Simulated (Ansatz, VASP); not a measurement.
**One calculation of Co, two programs**

```
Co
1.0
     2.48736    0.00000    0.00000
    -1.24368    2.15412    0.00000
     0.00000    0.00000    4.06329
Co
2
Direct
  0.33333 0.66667 0.74014
  0.66667 0.33333 0.25986
```

Alike in both runs: task single point; functional PBE; k mesh 12 × 12 × 7; occupations gaussian, width 0.027 eV; collinear spin.

```csv
,VASP,Ansatz
version,VASP 6.6.1,Ansatz 0.2.0
potentials or method,"VASP PAW PBE potentials, release 64 (Co)",Ansatz PAW
plane-wave cutoff (eV),520,420
valence electrons in the cell,18,34
```

```csv
,VASP,Ansatz,Ansatz less VASP
gap on the k mesh at the Fermi level (eV),none,none,-
pressure (GPa),0.0,0.8,+0.84
"traceless stress, the component that is largest in VASP (GPa)",-2.23,-2.12,+0.112
rms of the force components (eV/Å),0.277,0.280,+0.0033
net moment per atom (μB),1.63,1.64,+0.014
size of the moment on the site where the two differ most (μB),1.65,1.72,+0.072
```

Site moments also hang on the region over which each program counts them. Atom by atom the forces differ by 0.003 eV/Å (rms over components). A gap of «none» marks a metal or a gap that the smearing closes. VASP's potentials hold 18 valence electrons a cell and Ansatz's 34, so a difference there can come from the potentials and not from the codes.
